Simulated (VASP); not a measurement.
Here is a VASP 6.6.1 calculation.

The input INCAR:

```
PREC = Accurate
ENCUT = 520
EDIFF = 1E-7
ISMEAR = -1
SIGMA = 0.05
LREAL = False
LASPH = True
NELM = 150
ALGO = Normal
ISIF = 2
LWAVE = False
LCHARG = False
ISPIN = 2
MAGMOM = 2
LORBIT = 11
LMAXMIX = 4
GGA = RE
NBANDS = 16
```

KPOINTS

```
Automatic mesh
0
Gamma
  9 9 9
```

POSCAR

```
V
1.0
   -1.5067478404      1.5067478404      1.5067478404
    1.5067478404     -1.5067478404      1.5067478404
    1.5067478404      1.5067478404     -1.5067478404
V
1
Direct
    0.0000000000      0.0000000000      0.0000000000
```

Potentials or basis: VASP PAW PBE potentials, release 64 (V_sv).

Command:

```sh
$ cat potpaw_PBE.64/V_sv/POTCAR > POTCAR
$ mpirun -np 1 vasp_std > vasp.out
```

Question: Predict the pressure.

Answer: 0.3 GPa.

Question: Estimate the net moment.

Answer: 0.17 μB per cell.

Question: Predict the site moments.

Answer: V +0.13 μB.

Caveat: the PAW data sets were made with another functional, which shifts forces and pressure a little.
